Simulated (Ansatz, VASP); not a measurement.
**RbBr: VASP beside Ansatz**

```xyz
2
Lattice="0.0000 3.9918 3.9918 3.9918 0.0000 3.9918 3.9918 3.9918 0.0000" Properties=species:S:1:pos:R:3 pbc="T T T"
Rb    0.0000    0.0000    0.0000
Br    1.9959    1.9959    1.9959
```

Change from the starting cell: hydrostatic strain +3.2%.

Alike in both runs: task single point; functional PBE; k mesh 6 × 6 × 6; occupations fermi-dirac, width 0.02 eV; no spin polarisation.

|  | VASP | Ansatz |
| --- | --- | --- |
| version | VASP 6.6.1 | Ansatz 0.2.0 |
| potentials or method | VASP PAW PBE potentials, release 64 (Rb_sv, Br) | plane waves, PAW |
| plane-wave cutoff (eV) | 520 | 420 |
| valence electrons in the cell | 16 | 16 |

```csv
,VASP,Ansatz,Ansatz less VASP
gap on the k mesh at the Fermi level (eV),3.94,3.94,0.000
pressure (GPa),-0.5,-0.5,-0.01
```
